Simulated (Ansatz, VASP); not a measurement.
## NiPt in VASP and in Ansatz

The input INCAR:

```
ALGO = Normal ; EDIFF = 1E-6
ENCUT = 520 ; ISIF = 2
ISMEAR = -1 ; ISPIN = 2
LASPH = True ; LCHARG = False
LMAXMIX = 4 ; LORBIT = 11
LREAL = False ; LWAVE = False
MAGMOM = 1.5 0.6 ; NBANDS = 21
NELM = 150 ; PREC = Accurate
SIGMA = 0.1
```

KPOINTS

```
k-points
0
Gamma
  11 11 8
```

The input POSCAR:

```
NiPt
1.0
    2.7099397941      0.0000000000      0.0000000000
    0.0000000000      2.7099397941      0.0000000000
    0.0000000000      0.0000000000      3.5783200000
Ni Pt
1 1
Direct
    0.5000000000      0.5000000000      0.5000000000
    0.0000000000      0.0000000000      0.0000000000
```

Input for Ansatz:

```yaml
crystal:
  lattice:
    - [2.7099397941, 0.0, 0.0]
    - [0.0, 2.7099397941, 0.0]
    - [0.0, 0.0, 3.57832]
  atoms:
    - { symbol: Ni, position: [0.5, 0.5, 0.5], spin: 1.5 }
    - { symbol: Pt, position: [0.0, 0.0, 0.0], spin: 0.6 }
magnetization:
  spin_polarized: true
kpoints:
  mp_grid: { grid: [11, 11, 8] }
scf:
  occupations: { method: fermi_dirac, width: 0.1 }
hamiltonian:
  xc: lda
  pseudopotentials: { kind: all_electron, lapw: { basis_error: 0.001 } }
output:
  forces: true
  stress: true
  eigenvalues: false
  populations: true
```

Alike in both runs: task single point; functional LDA; k mesh 11 × 11 × 8; occupations fermi-dirac, width 0.1 eV; collinear spin.

|  | VASP | Ansatz |
| --- | --- | --- |
| version | VASP 6.6.1 | Ansatz 0.2.0 |
| potentials or method | VASP PAW LDA potentials, release 64 (Ni, Pt), cutoff 520 eV | all-electron LAPW, scalar-relativistic |

Ansatz gave:

- pressure (GPa): -12.4
- traceless stress, the component that is largest in VASP (GPa): 0.90
- net moment per atom (μB): 0.30
- size of the moment on the site where the two differ most (μB): 0.44

**Question.** Which values does VASP return?

**Answer.** Pressure (GPa): -12.4; traceless stress, the component that is largest in VASP (GPa): 0.59; net moment per atom (μB): 0.16; size of the moment on the site where the two differ most (μB): 0.22.

The net moments are unlike, so the other rows may belong to different states. LDA's correlation is that of Perdew and Zunger in VASP and of Perdew and Wang (1992) in Ansatz. Site moments also hang on the region over which each program counts them. Ansatz ran all-electron here, and VASP with PAW potentials.

Neither program's run includes spin-orbit coupling.
